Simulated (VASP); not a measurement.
**TiAl3: single point with PBE**

Crystal: TiAl3.

```
CELL_PARAMETERS angstrom
-1.92250 1.92250 4.31059
1.92250 -1.92250 4.31059
1.92250 1.92250 -4.31059
ATOMIC_POSITIONS crystal
Ti 0.00000 0.00000 0.00000
Al 0.50000 0.50000 0.00000
Al 0.75000 0.25000 0.50000
Al 0.25000 0.75000 0.50000
```

```
Program             : VASP 6.6.1
Task                : single point
Functional          : PBE
Potentials or basis : VASP PAW PBE potentials, release 64 (Ti_sv, Al)
Cutoff              : 520 eV
k mesh              : 16 × 16 × 16
Occupations         : gaussian, width 0.1 eV
Spin                : no spin polarisation
```

```
Pressure               : 0.0 GPa
Band gap on the k mesh : zero (an odd number of electrons rules out a gap without spin polarisation)
```

Levels at points of the mesh, in eV from the Fermi level:
```tsv
k point	band 7	band 8	band 9	band 10	band 11	band 12	band 13	band 14	band 15	band 16
(0.00, 0.00, 0.00)	-2.62	-1.38	-1.21	-1.21	0.82	1.71	1.71	2.23	2.35	3.71
(0.50, 0.00, 0.00)	-3.58	-2.97	-1.05	-0.26	0.50	1.77	2.06	2.67	3.13	4.41
(0.50, 0.50, 0.00)	-4.36	-3.73	-2.70	-2.20	-0.98	1.73	1.91	2.66	2.78	3.12
(0.50, 0.50, 0.50)	-1.98	-0.93	-0.93	-0.23	0.70	0.70	0.93	3.04	4.61	6.02
```

Run time: 10 min on 1 thread of Intel(R) Xeon(R) 6975P-C (Granite Rapids), on a shared host, peak memory 0.54 GiB.
